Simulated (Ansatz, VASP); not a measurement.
**InP: VASP beside Ansatz**

```
In P
1.0
     0.00000    2.70472    2.70472
     2.70472    0.00000    2.70472
     2.70472    2.70472    0.00000
In P
1 1
Direct
  0.00000 0.00000 0.00000
  0.25000 0.25000 0.25000
```

Change from the starting cell: volume scaled by 0.8, PAW files.

Alike in both runs: task single point; functional LDA; k mesh 11 × 11 × 11; occupations fermi-dirac, width 0.05 eV; no spin polarisation.

|  | VASP | Ansatz |
| --- | --- | --- |
| version | VASP 6.6.1 | Ansatz 0.2.0 |
| potentials or method | VASP PAW LDA potentials, release 64 (In_d, P) | PAW with Ansatz's default frozen-core files, scalar-relativistic |
| plane-wave cutoff (eV) | 500 | 420 |
| valence electrons in the cell | 18 | 18 |

|  | VASP | Ansatz | Ansatz less VASP |
| --- | --- | --- | --- |
| pressure (GPa) | 26.3 | 26.3 | 0.00 |

LDA's correlation is that of Perdew and Zunger in VASP and of Perdew and Wang (1992) in Ansatz.
